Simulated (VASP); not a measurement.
# Cl (Fd-3m) in VASP: a series of runs

Cl is run at these levels: PBEsol; tasks: single point.

Program: VASP 6.6.1. These are calculated values, not measurements. Logs are shortened: lines on timing, memory, paths and dates and some standing lists are left out, and cuts for length are marked.

**1. The cell of the first run**

It takes space group Fd-3m (No. 227, cubic). The conventional cell has a = 5.553 Å, b = 5.553 Å, c = 5.553 Å, α = 90.00°, β = 90.00°, γ = 90.00°. Within 3.2 Å of Cl (site symmetry -43m) lie 4 Cl at 2.40 Å.

**2. Single point, PBEsol (volume scaled by 0.68)**

The input, INCAR:

```
SYSTEM = Cl
ALGO = Normal
EDIFF = 1E-7
ENCUT = 520
GGA = PS
ISIF = 2
ISMEAR = -1
LASPH = .True.
LCHARG = .False.
LREAL = .False.
LWAVE = .False.
NBANDS = 14
NELM = 60
PREC = Accurate
SIGMA = 0.1
```

The input, KPOINTS:

```
k-points
0
Gamma
  12 12 12
  0 0 0
```

The input, POSCAR:

```
Cl
1.0
    0.0000000000      2.7767159498      2.7767159498
    2.7767159498      0.0000000000      2.7767159498
    2.7767159498      2.7767159498      0.0000000000
Cl
2
Direct
   -0.1250000000     -0.1250000000     -0.1250000000
    0.1250000000      0.1250000000      0.1250000000
```

Potentials or basis: VASP PAW PBE potentials, release 64 (Cl).

The run is started by

```sh
> cat potpaw_PBE.64/Cl/POTCAR > POTCAR
> mpirun -np 1 vasp_std > vasp.out
```

OUTCAR:

```text
SYSTEM = Cl
   EDIFF = 1E-7
   ENCUT = 520
   GGA = PS
   ISIF = 2
   ISMEAR = -1
   LASPH = .True.
   LREAL = .False.
   NELM = 60
   PREC = Accurate

 ion  position               nearest neighbor table
   1  0.875  0.875  0.875-   2 2.40   2 2.40   2 2.40   2 2.40
   2  0.125  0.125  0.125-   1 2.40   1 2.40   1 2.40   1 2.40

  LATTYP: Found a face centered cubic cell.
 ALAT       =     5.5534318996

  Lattice vectors:

 A1 = (   0.0000000000,   2.7767159498,   2.7767159498)
 A2 = (   2.7767159498,   0.0000000000,   2.7767159498)
 A3 = (   2.7767159498,   2.7767159498,   0.0000000000)

Analysis of symmetry for initial positions (statically):
=====================================================================
 Subroutine PRICEL returns:
 Original cell was already a primitive cell.

 Routine SETGRP: Setting up the symmetry group for a
 face centered cubic supercell.

 Subroutine GETGRP returns: Found 48 space group operations
 (whereof 12 operations were pure point group operations)
 out of a pool of 48 trial point group operations.

The static configuration has the point symmetry D_3d.
 The point group associated with its full space group is O_h .

Analysis of symmetry for dynamics (positions and initial velocities):
=====================================================================
 Subroutine PRICEL returns:
 Original cell was already a primitive cell.

 Routine SETGRP: Setting up the symmetry group for a
 face centered cubic supercell.

 Subroutine GETGRP returns: Found 48 space group operations
 (whereof 12 operations were pure point group operations)
 out of a pool of 48 trial point group operations.

The dynamic configuration has the point symmetry D_3d.
 The point group associated with its full space group is O_h .

 Subroutine INISYM returns: Found 48 space group operations
 (whereof 12 operations are pure point group operations),
 and found     1 'primitive' translations

----------------------------------------------------------------------------------------

                                     Primitive cell

  volume of cell :      42.8178

  direct lattice vectors                    reciprocal lattice vectors
     0.000000000  2.776715950  2.776715950    -0.180068833  0.180068833  0.180068833
     2.776715950  0.000000000  2.776715950     0.180068833 -0.180068833  0.180068833
     2.776715950  2.776715950  0.000000000     0.180068833  0.180068833 -0.180068833

  length of vectors
     3.926869355  3.926869355  3.926869355     0.311888367  0.311888367  0.311888367

  position of ions in fractional coordinates (direct lattice)
     0.875000000  0.875000000  0.875000000
     0.125000000  0.125000000  0.125000000

  ion indices of the primitive-cell ions
   primitive index   ion index
                 1           1
                 2           2

----------------------------------------------------------------------------------------

 KPOINTS: k-points

Automatic generation of k-mesh.
 Grid dimensions read from file:
 generate k-points for:   12   12   12

 Generating k-lattice:

  Cartesian coordinates                     Fractional coordinates (reciprocal lattice)
    -0.015005736  0.015005736  0.015005736     0.083333333  0.000000000  0.000000000
     0.015005736 -0.015005736  0.015005736     0.000000000  0.083333333  0.000000000
     0.015005736  0.015005736 -0.015005736     0.000000000  0.000000000  0.083333333

  Length of vectors
     0.025990697  0.025990697  0.025990697

  Shift w.r.t. Gamma in fractional coordinates (k-lattice)
     0.000000000  0.000000000  0.000000000

 Subroutine IBZKPT returns following result:
 ===========================================

 Found     72 irreducible k-points:

 Following reciprocal coordinates:
            Coordinates               Weight
  0.000000  0.000000  0.000000      1.000000
  0.083333  0.000000  0.000000      8.000000
  0.166667  0.000000  0.000000      8.000000
  0.250000  0.000000  0.000000      8.000000
  0.333333  0.000000  0.000000      8.000000
  0.416667  0.000000  0.000000      8.000000
[... 16 lines left out ...]
  0.500000  0.166667  0.000000     24.000000
 -0.416667  0.166667  0.000000     24.000000
 [... further k-points ...]
   k-points           NKPTS =     72   k-points in BZ     NKDIM =     72   number of bands    NBANDS=     14
   number of dos      NEDOS =    301   number of ions     NIONS =      2
   total plane-waves  NPLWV =  27000
   dimension x,y,z NGX =    30 NGY =   30 NGZ =   30
   dimension x,y,z NGXF=    60 NGYF=   60 NGZF=   60
   ions per type =               2
   NGX,Y,Z   is equivalent  to a cutoff of  12.70, 12.70, 12.70 a.u.
   NGXF,Y,Z  is equivalent  to a cutoff of  25.40, 25.40, 25.40 a.u.
 SYSTEM =  Cl
   PREC   = accura    normal or accurate (medium, high low for compatibility)
   ISTART =      0    job   : 0-new  1-cont  2-samecut
   ICHARG =      2    charge: 1-file 2-atom 10-const
   ISPIN  =      1    spin polarized calculation?
   LNONCOLLINEAR =      F non collinear calculations
   LSORBIT =      F    spin-orbit coupling
   LASPH  =      T    aspherical Exc in radial PAW
   ENCUT  =  520.0 eV  38.22 Ry    6.18 a.u.   7.30  7.30  7.30*2*pi/ulx,y,z
   NELM   =     60;   NELMIN=  2; NELMDL= -5     # of ELM steps
   EDIFF  = 0.1E-06   stopping-criterion for ELM
   LREAL  =      F    real-space projection
   EDIFFG = 0.1E-05   stopping-criterion for IOM
   NSW    =      0    number of steps for IOM
   IBRION =     -1    ionic relax: 0-MD 1-quasi-New 2-CG
   NFREE  =      0    steps in history (QN), initial steepest desc. (CG)
   ISIF   =      2    stress and relaxation
   ISYM   =      2    0-nonsym 1-usesym 2-fastsym
   POTIM  = 0.5000    time-step for ionic-motion
   TEBEG  =    0.0;   TEEND  =   0.0 temperature during run
   PSTRESS=    0.0 pullay stress
   NELECT =      14.0000    total number of electrons
   NUPDOWN=      -1.0000    fix difference up-down
   EMIN   =  10.00;   EMAX   =-10.00  energy-range for DOS
   EFERMI =   0.00;   METHOD = LEGACY
   ISMEAR =    -1;   SIGMA  =   0.10  broadening in eV -4-tet -1-fermi 0-gaus
   EFERMI_NEDOS =   21; number of points for ismear=-14 and -15
   IALGO  =     38    algorithm
   IMIX   =      4    mixing-type and parameters
     AMIX     =   0.40;   BMIX     =  1.00
     AMIX_MAG =   1.60;   BMIX_MAG =  1.00
  volume/ion in A,a.u.               =      21.41       144.47
  Fermi-wavevector in a.u.,A,eV,Ry     =   1.127828  2.131285 17.306544  1.271995
  Thomas-Fermi vector in A             =   2.264515
   LORBIT       =      0    0 simple, 1 ext, 2 COOP (PROOUT), +10 PAW based schemes
   GGA     = PS    functional components
   LHFCALC =     F    Hartree Fock is set to
   AEXX    =    0.0000 exact exchange contribution
   IVDW    =     0    specifies the selected vdW correction
   LEPSILON=     F    determine dielectric tensor
   LRPA    =     F    only Hartree local field effects (RPA)
 non-spin polarized calculation
  energy-cutoff  :      520.00
  volume of cell :       42.82
 maximum number of plane-waves:      1179
 NGX is ok and might be reduce to    30
   NGX = 15   NGY = 15   NGZ = 15

 number of electron      13.9999996 magnetization

 Free energy of the ion-electron system (eV)
  ---------------------------------------------------
  ext. energy  EPLUGINS =         0.00000000
  ---------------------------------------------------
  free energy    TOTEN  =        -1.51123912 eV

  energy without entropy =       -1.43060279  energy(sigma->0) =       -1.47092096

 E-fermi :   3.4392     XC(G=0):  -9.2429

 val. band max:        3.4010525497   @ k =   0.5000   0.3333   0.1667
 cond. band min:       3.4410783838   @ k =  -0.3333   0.3333   0.0000
 fundamental gap:      0.0400258341
 Fermi energy:         3.4392477115

 k-point     1 :       0.0000    0.0000    0.0000
  band No.  band energies     occupation
      1     -14.9747      2.00000
      2      -8.9235      2.00000
      3      -1.5883      2.00000
      4      -1.5883      2.00000
      5      -1.5883      2.00000
      6       1.4692      2.00000
      7       1.4692      2.00000
      8       1.4692      2.00000
      9       9.1759      0.00000
     10      12.4636      0.00000
     11      12.4636      0.00000
     12      15.1296      0.00000
     13      15.1296      0.00000
     14      15.1296      0.00000

 k-point     2 :       0.0833    0.0000    0.0000
  band No.  band energies     occupation
      1     -14.9197      2.00000
      2      -9.0612      2.00000
      3      -1.6549      2.00000
      4      -1.6549      2.00000
      5      -1.6016      2.00000
      6       1.5622      2.00000
      7       1.5660      2.00000
      8       1.5660      2.00000
      9       9.3966      0.00000
     10      12.2715      0.00000
     11      12.2715      0.00000
     12      14.9590      0.00000
     13      15.5516      0.00000
     14      15.5516      0.00000

 k-point     3 :       0.1667    0.0000    0.0000
  band No.  band energies     occupation
      1     -14.7592      2.00000
      2      -9.4359      2.00000
      3      -1.8186      2.00000
      4      -1.8186      2.00000
      5      -1.6702      2.00000
      6       1.8098      2.00000
      7       1.8098      2.00000
      8       1.8716      2.00000
      9       9.9546      0.00000
     10      11.9753      0.00000
     11      11.9753      0.00000
     12      14.6593      0.00000
     13      16.4720      0.00000
     14      16.4720      0.00000
[... 324 lines left out ...]
 k-point    23 :       0.5000    0.1667    0.0000
  band No.  band energies     occupation
      1     -13.6498      2.00000
      2     -11.3227      2.00000
      3      -3.1996      2.00000
      4      -2.5702      2.00000
      5      -0.8628      2.00000
      6       2.1106      2.00000
      7       3.0405      1.96360
      8       3.7464      0.08860
      9      10.5721      0.00000
     10      11.4315      0.00000
     11      13.0519      0.00000
     12      14.3907      0.00000
     13      15.1383      0.00000
     14      16.9845      0.00000

 k-point    24 :      -0.4167    0.1667    0.0000
  band No.  band energies     occupation
      1     -13.6109      2.00000
      2     -11.3752      2.00000
      3      -3.2826      2.00000
      4      -2.4908      2.00000
      5      -0.9175      2.00000
      6       2.3353      1.99997
      7       2.9158      1.98939
      8       3.7653      0.07393
      9      10.4982      0.00000
     10      11.8863      0.00000
     11      12.2922      0.00000
     12      14.3705      0.00000
     13      15.9019      0.00000
     14      16.4500      0.00000

 [... further k-points ...]

------------------------ aborting loop because EDIFF is reached ----------------------------------------

  FORCE on cell =-STRESS in cart. coord.  units (eV):
  Direction    XX          YY          ZZ          XY          YZ          ZX
  --------------------------------------------------------------------------------------
  -------------------------------------------------------------------------------------
  Total        5.2101030      5.2101030      5.2101030     -0.0000000     -0.0000000      0.0000000
  in kB      194.9541716    194.9541716    194.9541716     -0.0000000     -0.0000000      0.0000000
  external PRESSURE =     194.9541716 kB  Pullay stress =       0.0000000 kB

 VOLUME and BASIS-vectors are now :
 -----------------------------------------------------------------------------
  energy-cutoff  :      520.00
  volume of cell :       42.82
      direct lattice vectors                 reciprocal lattice vectors
     0.000000000  2.776715950  2.776715950    -0.180068833  0.180068833  0.180068833
     2.776715950  0.000000000  2.776715950     0.180068833 -0.180068833  0.180068833
     2.776715950  2.776715950  0.000000000     0.180068833  0.180068833 -0.180068833

 POSITION                                       TOTAL-FORCE (eV/Angst)
 -----------------------------------------------------------------------------------
      4.85925      4.85925      4.85925         0.000000     -0.000000      0.000000
      0.69418      0.69418      0.69418        -0.000000      0.000000     -0.000000
 -----------------------------------------------------------------------------------
    total drift:                               -0.000000      0.000000      0.000000

  FREE ENERGIE OF THE ION-ELECTRON SYSTEM (eV)
  ---------------------------------------------------
  free  energy   TOTEN  =        -1.5112391195 eV

  energy  without entropy=       -1.4306027942  energy(sigma->0) =       -1.47092096
```

Wall time 41 s (1 thread of Intel Xeon Platinum 8375C at 2.90GHz (Ice Lake), shared host); peak memory 0.17 GiB.

What came out:

* Free energy: -1.5112 eV
* Pressure: 19.5 GPa
* Band gap on the k mesh: zero (band 7 reaches 4.29 eV, above the bottom of band 8 at 1.47 eV)

Caveat: the PAW data sets were made with another functional, which shifts forces and pressure a little.

**3. Single point, PBEsol (volume scaled by 0.68)**

The input, INCAR:

```
PREC = Accurate
ENCUT = 520
EDIFF = 1E-6
ISMEAR = -1
SIGMA = 0.1
LREAL = False
LASPH = True
NELM = 60
ALGO = Normal
ISIF = 2
LWAVE = False
LCHARG = True
GGA = PS
LELF = True
LVHAR = True
NBANDS = 14
```

The input, KPOINTS:

```
Automatic mesh
0
Gamma
  12 12 12
```

POSCAR is that of step 2.

Potentials or basis: VASP PAW PBE potentials, release 64 (Cl).

The run is started by

```sh
> cat potpaw_PBE.64/Cl/POTCAR > POTCAR
> mpirun -np 1 vasp_std > vasp.out
```

It took 37 s on 1 thread of Intel Xeon Platinum 8375C at 2.90GHz (Ice Lake), shared host; peak memory 0.17 GiB.

The run converged. Its results:

```
Free energy            : -1.5112 eV
Pressure               : 19.5 GPa
Band gap on the k mesh : zero (band 7 reaches 4.29 eV, above the bottom of band 8 at 1.47 eV)
```

Levels at points of the mesh, in eV from the Fermi level:
```csv
k point,band 3,band 4,band 5,band 6,band 7,band 8,band 9,band 10,band 11,band 12
"(0.00, 0.00, 0.00)",-5.03,-5.03,-5.03,-1.97,-1.97,-1.97,5.74,9.02,9.02,11.69
"(0.50, 0.00, 0.00)",-5.77,-5.77,-5.59,-0.85,-0.85,0.36,7.96,8.96,9.36,9.36
"(0.50, 0.50, 0.00)",-6.59,-6.59,-3.17,-3.17,0.85,0.85,7.10,7.10,11.39,11.39
```

Caveat: the PAW data sets were made with another functional, which shifts forces and pressure a little.
